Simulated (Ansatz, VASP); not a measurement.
## Two plane-wave programs on Al3O2

```xyz
5
Lattice="2.9334 0.0000 0.0000 -1.4667 2.5404 0.0000 0.0000 0.0000 9.3929" Properties=species:S:1:pos:R:3 pbc="T T T"
Al    0.0000    1.6936    2.3633
Al    0.0000    0.0000    4.6965
Al    1.4667    0.8468    7.0297
O     1.4667    0.8468    1.6705
O     0.0000    1.6936    7.7225
```

Change from the starting cell: species swapped into the Pm2O3 type (P-3m1, No. 164).

Alike in both runs: functional PBE; k mesh 12 × 12 × 4; occupations gaussian, width 0.1 eV; no spin polarisation.

Ansatz relaxed the structure, and its values are those at the end. VASP's run is a single point on that final structure, the one shown.

|  | VASP | Ansatz |
| --- | --- | --- |
| version | VASP 6.6.1 | Ansatz 0.2.0 |
| potentials or method | VASP PAW PBE potentials, release 64 (Al, O), cutoff 520 eV | scalar-relativistic, plane waves, PAW |
| valence electrons in the cell | 21 | 21 |

```tsv
	VASP	Ansatz	Ansatz less VASP
gap on the k mesh at the Fermi level (eV)	none	none	-
pressure (GPa)	0.0	0.0	+0.03
rms of the force components (eV/Å)	0.010	0.000	-0.0097
```

A gap of «none» marks a metal or a gap that the smearing closes. The functional is the same, so the differences come from potentials, cutoffs and numerics.
